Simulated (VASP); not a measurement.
## SiNi2: single point with PBEsol+D4

The system is SiNi2.

```xyz
6
Lattice="3.8495 0.0000 0.0000 -1.9247 3.3338 0.0000 0.0000 0.0000 4.8801" Properties=species:S:1:pos:R:3 pbc="T T T"
Ni    1.9247    1.1113    3.6601
Ni    0.0000    2.2225    1.2200
Ni    0.0000    0.0000    2.4400
Ni    0.0000    0.0000    0.0000
Si    1.9247    1.1113    1.2200
Si    0.0000    2.2225    3.6601
```

```
Program                : VASP 6.6.1
Task                   : single point
Functional             : PBEsol
Dispersion             : D4
Potentials or basis    : VASP PAW PBE potentials, release 64 (Ni, Si)
Cutoff                 : 520 eV
k mesh                 : 8 × 8 × 6
Occupations            : fermi-dirac, width 0.05 eV
Spin                   : collinear spin, ferromagnetic start
Starting moments       : [1.0, 1.0, 1.0, 1.0, 0.0, 0.0] μB
Dipole correction      : no
Further INCAR settings : ALGO = Normal; EDIFF = 1e-06; NBANDS = 37
```

| Quantity | Value |
| --- | --- |
| Pressure | 0.2 GPa |
| Band gap on the k mesh | zero (filled and empty bands overlap) |
| Net moment | 0.00 μB per cell |
| Valence electrons inside the program's atomic spheres | Ni 9.75, 9.50; Si 1.62 |
| Dispersion energy per atom | -0.298 eV |

Stress tensor (GPa, compression positive):
```
0.31 0.00 0.00
0.00 0.31 0.00
0.00 0.00 0.08
```

Levels at points of the mesh, in eV from the Fermi level:
Spin up:
| k point | band 21 | band 22 | band 23 | band 24 | band 25 | band 26 | band 27 | band 28 |
| --- | --- | --- | --- | --- | --- | --- | --- | --- |
| (0.00, 0.00, 0.00) | -0.67 | -0.67 | 0.14 | 2.75 | 2.75 | 2.81 | 2.91 | 2.91 |
| (0.50, 0.00, 0.00) | -1.40 | -1.28 | -1.07 | -0.73 | -0.58 | 1.28 | 1.89 | 3.05 |
| (0.00, 0.00, 0.50) | -1.32 | -1.32 | 2.30 | 2.30 | 3.36 | 3.36 | 3.36 | 3.36 |
| (0.50, 0.00, 0.50) | -1.33 | -1.33 | -0.96 | -0.96 | 0.98 | 0.98 | 3.01 | 3.01 |
Spin down:
```
           k point  band 22  band 23  band 24  band 25  band 26  band 27
(0.00, 0.00, 0.00)    -0.67     0.14     2.75     2.75     2.81     2.91
(0.50, 0.00, 0.00)    -1.28    -1.07    -0.73    -0.58     1.28     1.89
(0.00, 0.00, 0.50)    -1.32     2.30     2.30     3.36     3.36     3.36
(0.50, 0.00, 0.50)    -1.33    -0.96    -0.96     0.98     0.98     3.01
```

It took 4.1 min on 1 thread of AMD EPYC 9R45 (Zen 5) (shared host), peak memory 0.25 GiB.

Caveat: the PAW data sets were made with another functional, which shifts forces and pressure a little; pairwise dispersion overbinds metals, which lowers pressure and volume.
